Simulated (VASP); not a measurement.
# W (Pbcm) in VASP: a series of runs, part 2 of 2

VASP 6.6.1. Earlier steps stand in the parts before.

**4. Single point, PBEsol**

This run uses another cell than the first one, of 16.15 Å³/atom, 0.960 times its volume.

The input, INCAR:

```
PREC     = Accurate       # precision mode
ENCUT    = 520            # plane-wave cutoff, eV
EDIFF    = 1E-6           # SCF threshold, eV
ISMEAR   = -1             # smearing method
SIGMA    = 0.05           # smearing width, eV
LREAL    = F              # projectors in reciprocal space
LASPH    = T              # aspherical terms in the spheres
NELM     = 60             # most SCF steps
ALGO     = Fast           # electronic algorithm
ISIF     = 2              # what is computed and relaxed
LWAVE    = F              # write WAVECAR
LCHARG   = F              # write CHGCAR
GGA      = PS             # functional
NBANDS   = 36             # bands
```

The input, KPOINTS:

```
regular mesh
0
Gamma
  9 6 6
```

The input, POSCAR:

```
W
1.0
    2.7716889397      0.0000000000      0.0000000000
    0.0000000000      4.7981339688      0.0000000000
    0.0000000000      0.0000000000      4.8571504237
W
4
Direct
    0.7931720000      0.9368430000      0.7500000000
    0.2068280000      0.4368430000      0.7500000000
    0.2068280000      0.0631570000      0.2500000000
    0.7931720000      0.5631570000      0.2500000000
```

Potentials or basis: VASP PAW PBE potentials, release 64 (W_sv).

Command:

```
$ cat potpaw_PBE.64/W_sv/POTCAR > POTCAR
$ mpirun -np 1 vasp_std > vasp.out
```

OUTCAR:

```text
PREC = Accurate
   ENCUT = 520
   EDIFF = 1E-6
   ISMEAR = -1
   LREAL = F
   LASPH = T
   NELM = 60
   ISIF = 2
   GGA = PS

 ion  position               nearest neighbor table
   1  0.793  0.937  0.750-   2 2.66   2 2.66   3 2.75   3 2.75   2 2.90   2 2.90   3 2.98   3 2.98
                             4 3.02   4 3.02
   2  0.207  0.437  0.750-   1 2.66   1 2.66   4 2.75   4 2.75   1 2.90   1 2.90   4 2.98   4 2.98
                             3 3.02   3 3.02
   3  0.207  0.063  0.250-   4 2.66   4 2.66   1 2.75   1 2.75   4 2.90   4 2.90   1 2.98   1 2.98
                             2 3.02   2 3.02
   4  0.793  0.563  0.250-   3 2.66   3 2.66   2 2.75   2 2.75   3 2.90   3 2.90   2 2.98   2 2.98
                             1 3.02   1 3.02

  LATTYP: Found a simple orthorhombic cell.
 ALAT       =     2.7716889397
 B/A-ratio  =     1.7311228183
 C/A-ratio  =     1.7524154151

  Lattice vectors:

 A1 = (   2.7716889397,   0.0000000000,   0.0000000000)
 A2 = (   0.0000000000,   4.7981339688,   0.0000000000)
 A3 = (   0.0000000000,   0.0000000000,   4.8571504237)

[... 174 lines left out ...]
  ---------------------------------------------------
  ext. energy  EPLUGINS =         0.00000000
  ---------------------------------------------------
  free energy    TOTEN  =       -53.17916871 eV

  energy without entropy =      -53.15270578  energy(sigma->0) =      -53.16593724

 E-fermi :  10.6916     XC(G=0): -13.6276

 val. band max:       10.6878007678   @ k =   0.2222   0.3333   0.3333
 cond. band min:      10.6923124773   @ k =   0.1111   0.0000   0.0000
 fundamental gap:      0.0045117095
 Fermi energy:        10.6915876697

 k-point     1 :       0.0000    0.0000    0.0000
  band No.  band energies     occupation
      1     -63.0562      2.00000
      2     -62.9634      2.00000
      3     -62.9242      2.00000
      4     -62.8660      2.00000
      5     -27.9406      2.00000
      6     -27.8711      2.00000
[... 925 lines left out ...]
     35      13.9462      0.00000
     36      14.6463      0.00000

 [... further k-points ...]
[... 5 lines left out ...]
  --------------------------------------------------------------------------------------
  -------------------------------------------------------------------------------------
  Total        0.9827496      0.5282637     -0.0052718      0.0000000      0.0000000      0.0000000
  in kB       24.3755840     13.1027657     -0.1307600      0.0000000      0.0000000      0.0000000
  external PRESSURE =      12.4491966 kB  Pullay stress =       0.0000000 kB

 VOLUME and BASIS-vectors are now :
 -----------------------------------------------------------------------------
  energy-cutoff  :      520.00
  volume of cell :       64.59
      direct lattice vectors                 reciprocal lattice vectors
     2.771688940  0.000000000  0.000000000     0.360790847  0.000000000  0.000000000
     0.000000000  4.798133969  0.000000000     0.000000000  0.208414356  0.000000000
     0.000000000  0.000000000  4.857150424     0.000000000  0.000000000  0.205882032

 POSITION                                       TOTAL-FORCE (eV/Angst)
 -----------------------------------------------------------------------------------
      2.19843      4.49510      3.64286        -0.185609      0.060023      0.000000
      0.57326      2.09603      3.64286         0.185609      0.060023      0.000000
      0.57326      0.30304      1.21429         0.185609     -0.060023     -0.000000
      2.19843      2.70210      1.21429        -0.185609     -0.060023      0.000000
 -----------------------------------------------------------------------------------
    total drift:                                0.000000      0.000000     -0.000000

  FREE ENERGIE OF THE ION-ELECTRON SYSTEM (eV)
  ---------------------------------------------------
  free  energy   TOTEN  =       -53.1791687051 eV

  energy  without entropy=      -53.1527057789  energy(sigma->0) =      -53.16593724
```

OSZICAR:

```text
N       E                     dE             d eps       ncg     rms          rms(c)
DAV:   1     0.722307178224E+03    0.72231E+03   -0.33182E+04  5760   0.184E+03
DAV:   2    -0.175353850632E+02   -0.73984E+03   -0.72584E+03  6012   0.582E+02
DAV:   3    -0.547529796565E+02   -0.37218E+02   -0.35763E+02  6908   0.125E+02
DAV:   4    -0.557244470253E+02   -0.97147E+00   -0.95446E+00  6856   0.185E+01
DAV:   5    -0.557384070252E+02   -0.13960E-01   -0.13935E-01  6776   0.242E+00    0.416E+01
RMM:   6    -0.537126458867E+02    0.20258E+01   -0.25433E+00  5934   0.100E+01    0.173E+01
RMM:   7    -0.531768137048E+02    0.53583E+00   -0.21961E+00  6413   0.855E+00    0.133E+00
RMM:   8    -0.531745388411E+02    0.22749E-02   -0.19915E-01  7539   0.212E+00    0.554E-01
RMM:   9    -0.531787897062E+02   -0.42509E-02   -0.51480E-02  7547   0.111E+00    0.366E-01
RMM:  10    -0.531789634842E+02   -0.17378E-03   -0.76965E-03  7489   0.527E-01    0.113E-01
RMM:  11    -0.531791605828E+02   -0.19710E-03   -0.20846E-03  8325   0.252E-01    0.572E-02
RMM:  12    -0.531791713389E+02   -0.10756E-04   -0.23158E-04  8063   0.102E-01    0.570E-02
RMM:  13    -0.531791666535E+02    0.46855E-05   -0.66396E-05  7085   0.595E-02    0.406E-03
RMM:  14    -0.531791684603E+02   -0.18068E-05   -0.15313E-05  7313   0.271E-02    0.898E-03
RMM:  15    -0.531791687051E+02   -0.24487E-06   -0.17870E-06  4609   0.833E-03
   1 F= -.53179169E+02 E0= -.53165937E+02  d E =-.264629E-01
```

stdout:

```text
POSCAR found type information on POSCAR W
 POSCAR found :  1 types and       4 ions
 scaLAPACK will be used
 -----------------------------------------------------------------------------
|                                                                             |
|                                                                             |
|     You enforced a specific xc type in the INCAR file but a different       |
|     I HOPE YOU KNOW WHAT YOU ARE DOING!                                     |
|                                                                             |
 -----------------------------------------------------------------------------

 LDA part: xc-table for (Slater+PW92), standard interpolation
 POSCAR, INCAR and KPOINTS ok, starting setup
 FFT: planning ... GRIDC
 FFT: planning ... GRID_SOFT
 FFT: planning ... GRID
 WAVECAR not read
 entering main loop
WARNING in EDDRMM: call to ZHEGV failed, returncode =   8  4     33
```

Wall time 4.3 min (1 thread of AMD EPYC 7R43 (Zen 3), shared host); peak memory 0.22 GiB.

Results:

* Free energy: -53.1792 eV
* Pressure: 1.2 GPa
* Largest force: 0.195 eV/Å
* Band gap on the k mesh: zero (band 28 reaches 11.68 eV, above the bottom of band 29 at 10.38 eV)

Forces on the atoms (eV/Å):
```
W   -0.186  0.060  0.000
W    0.186  0.060  0.000
W    0.186 -0.060  0.000
W   -0.186 -0.060  0.000
```

Caveat: the PAW data sets were made with another functional, which shifts forces and pressure a little; spin-orbit coupling is left out, which moves the levels of the heavy elements.

**5. Single point, PBEsol**

This run uses another cell than the first one, of 16.49 Å³/atom, 0.980 times its volume.

The input, INCAR:

```
PREC = Accurate
ENCUT = 520
EDIFF = 1E-6
ISMEAR = -1
SIGMA = 0.05
LREAL = False
LASPH = True
NELM = 80
ALGO = Fast
ISIF = 2
LWAVE = False
LCHARG = False
GGA = PS
NBANDS = 36
```

KPOINTS is that of step 4.

The input, POSCAR:

```
W
1.0
    2.7908046399      0.0000000000      0.0000000000
    0.0000000000      4.8312255936      0.0000000000
    0.0000000000      0.0000000000      4.8906490714
W
4
Direct
    0.7931720000      0.9368430000      0.7500000000
    0.2068280000      0.4368430000      0.7500000000
    0.2068280000      0.0631570000      0.2500000000
    0.7931720000      0.5631570000      0.2500000000
```

Command:

```
$ cat potpaw_PBE.64/W_sv/POTCAR > POTCAR
$ mpirun -np 1 vasp_std > vasp.out
```

Wall time 4.9 min (1 thread of AMD EPYC 7R43 (Zen 3), shared host); peak memory 0.22 GiB.

Results (log left out):

```yaml
Free_energy: -53.1645 eV
Pressure: -4.8 GPa
Largest_force: 0.118 eV/Å
Band_gap_on_the_k_mesh: zero (band 28 reaches 11.35 eV, above the bottom of band 29 at 10.09 eV)
```

Forces in eV/Å, atoms in the order of the input:
```
W   -0.099  0.064  0.000
W    0.099  0.064  0.000
W    0.099 -0.064  0.000
W   -0.099 -0.064  0.000
```

Stress tensor (GPa, compression positive):
```
-3.94  0.00  0.00
 0.00 -4.95  0.00
 0.00  0.00 -5.46
```

Levels at points of the mesh, in eV from the Fermi level:
| k point | band 26 | band 27 | band 28 | band 29 | band 30 | band 31 |
| --- | --- | --- | --- | --- | --- | --- |
| (0.00, 0.00, 0.00) | -0.39 | -0.37 | -0.35 | -0.30 | -0.12 | 0.54 |
| (0.00, 0.50, 0.00) | -1.49 | 0.33 | 0.33 | 0.37 | 0.37 | 0.85 |
| (0.00, 0.00, 0.50) | -0.84 | -0.15 | -0.15 | 0.72 | 0.72 | 1.82 |
| (0.00, 0.50, 0.50) | -1.18 | -1.18 | -1.18 | 1.70 | 1.70 | 1.70 |

Caveat: the PAW data sets were made with another functional, which shifts forces and pressure a little; spin-orbit coupling is left out, which moves the levels of the heavy elements.

**6. Single point, PBEsol (volume scaled by 1.02)**

The input, INCAR:

```
SYSTEM = W
PREC = Accurate
ENCUT = 520
EDIFF = 1E-6
ISMEAR = -1
SIGMA = 0.05
LREAL = .False.
LASPH = .True.
NELM = 80
ALGO = Fast
ISIF = 2
LWAVE = .False.
LCHARG = .False.
GGA = PS
NBANDS = 36
```

The input, KPOINTS:

```
Automatic mesh
0
Gamma
  9 6 6
  0 0 0
```

The input, POSCAR:

```
W
1.0
    2.8282695754      0.0000000000      0.0000000000
    0.0000000000      4.8960819983      0.0000000000
    0.0000000000      0.0000000000      4.9563032019
W
4
Direct
    0.7931720000      0.9368430000      0.7500000000
    0.2068280000      0.4368430000      0.7500000000
    0.2068280000      0.0631570000      0.2500000000
    0.7931720000      0.5631570000      0.2500000000
```

Potentials or basis: VASP PAW PBE potentials, release 64 (W_sv).

Command:

```
$ cat potpaw_PBE.64/W_sv/POTCAR > POTCAR
$ mpirun -np 1 vasp_std > vasp.out
```

Wall time 6.6 min (1 thread of Intel Xeon 8259CL, shared host); peak memory 0.27 GiB.

It converged, with:

```
Free energy            : -52.9959 eV
Pressure               : -15.1 GPa
Largest force          : 0.092 eV/Å
Band gap on the k mesh : zero (band 28 reaches 10.73 eV, above the bottom of band 29 at 9.54 eV)
```

Forces on the atoms (eV/Å):
```
W    0.060  0.069  0.000
W   -0.060  0.069  0.000
W   -0.060 -0.069  0.000
W    0.060 -0.069  0.000
```

Stress tensor (GPa, compression positive):
```
-14.85   0.00   0.00
  0.00 -15.58   0.00
  0.00   0.00 -14.74
```

Levels at points of the mesh, in eV from the Fermi level:
```
           k point  band 24  band 25  band 26  band 27  band 28  band 29  band 30  band 31  band 32  band 33
(0.00, 0.00, 0.00)    -0.57    -0.44    -0.36    -0.36    -0.32    -0.30    -0.17     0.53     1.51     2.37
(0.00, 0.50, 0.00)    -1.94    -1.42    -1.42     0.30     0.30     0.35     0.35     0.82     0.82     1.95
(0.00, 0.00, 0.50)    -2.08    -0.78    -0.78    -0.13    -0.13     0.64     0.64     1.74     1.74     3.11
(0.00, 0.50, 0.50)    -2.74    -1.15    -1.15    -1.15    -1.15     1.63     1.63     1.63     1.63     2.58
```

Caveat: the cell differs from its parent crystal (volume scaled by 1.02); the PAW data sets were made with another functional, which shifts forces and pressure a little; spin-orbit coupling is left out, which moves the levels of the heavy elements.

**7. Overview**

| level | potentials or basis | cell | gap on the mesh (eV) | pressure (GPa) | largest force (eV/Å) |
| --- | --- | --- | --- | --- | --- |
| LDA | VASP PAW LDA potentials, release 64 (W_sv) | a = 2.810, b = 4.864, c = 4.924 Å, 4 atoms | none | -14.3 | 0.10 |
| PBEsol | VASP PAW PBE potentials, release 64 (W_sv) | a = 2.752, b = 4.765, c = 4.823 Å, 4 atoms | none | 8.0 | 0.28 |
| PBEsol | VASP PAW PBE potentials, release 64 (W_sv) | a = 2.772, b = 4.798, c = 4.857 Å, 4 atoms | none | 1.2 | 0.20 |
| PBEsol | VASP PAW PBE potentials, release 64 (W_sv) | a = 2.791, b = 4.831, c = 4.891 Å, 4 atoms | none | -4.8 | 0.12 |
| PBEsol | VASP PAW PBE potentials, release 64 (W_sv) | a = 2.828, b = 4.896, c = 4.956 Å, 4 atoms | none | -15.1 | 0.09 |

Alike in all rows: task single point; no spin polarisation; k mesh 9 × 6 × 6; cutoff (eV) 520; smearing fermi-dirac 0.05 eV.

Caveats: spin-orbit coupling is left out, which moves the levels of the heavy elements; the PAW data sets were made with another functional, which shifts forces and pressure a little (some runs).

Total energies depend on the potentials used, so only differences within one code and one set of settings carry meaning.
